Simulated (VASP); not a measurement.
BiTe, 4 atoms in the cell. It takes space group Cmcm (No. 63, orthorhombic). Conventional cell: a = 5.506 Å, b = 9.441 Å, c = 6.443 Å, α = 90.00°, β = 90.00°, γ = 90.00°. Bi (site symmetry m2m) has 5 Te at 3.15 to 3.22 Å within 4.1 Å. Te (site symmetry m2m) has 5 Bi at 3.15 to 3.22 Å within 4.1 Å. 

- Program: VASP 6.6.1
- Task: single point
- Functional: PBE
- Potentials or basis: VASP PAW PBE potentials, release 64 (Bi_d, Te)
- Cutoff: 520 eV
- k mesh: 8 × 8 × 4
- Occupations: gaussian, width 0.05 eV
- Spin: no spin polarisation
- Dipole correction: no
- Further INCAR settings: ALGO = Normal; EDIFF = 1e-07; NBANDS = 29

Potentials or basis: VASP PAW PBE potentials, release 64 (Bi_d, Te).

Command:

```console
$ cat potpaw_PBE.64/Bi_d/POTCAR potpaw_PBE.64/Te/POTCAR > POTCAR
$ mpirun -np 1 vasp_std > vasp.out
```

Hardware: 1 thread of Intel(R) Xeon(R) Platinum 8259CL CPU @ 2.50GHz (Skylake/Cascade Lake), on a shared host.

Estimate the wall time of this run.

It took 5 min on 1 thread of Intel(R) Xeon(R) Platinum 8259CL CPU @ 2.50GHz (Skylake/Cascade Lake), with other jobs on the host, peak memory 0.44 GiB. Counts: scf iterations 15, k points 63.
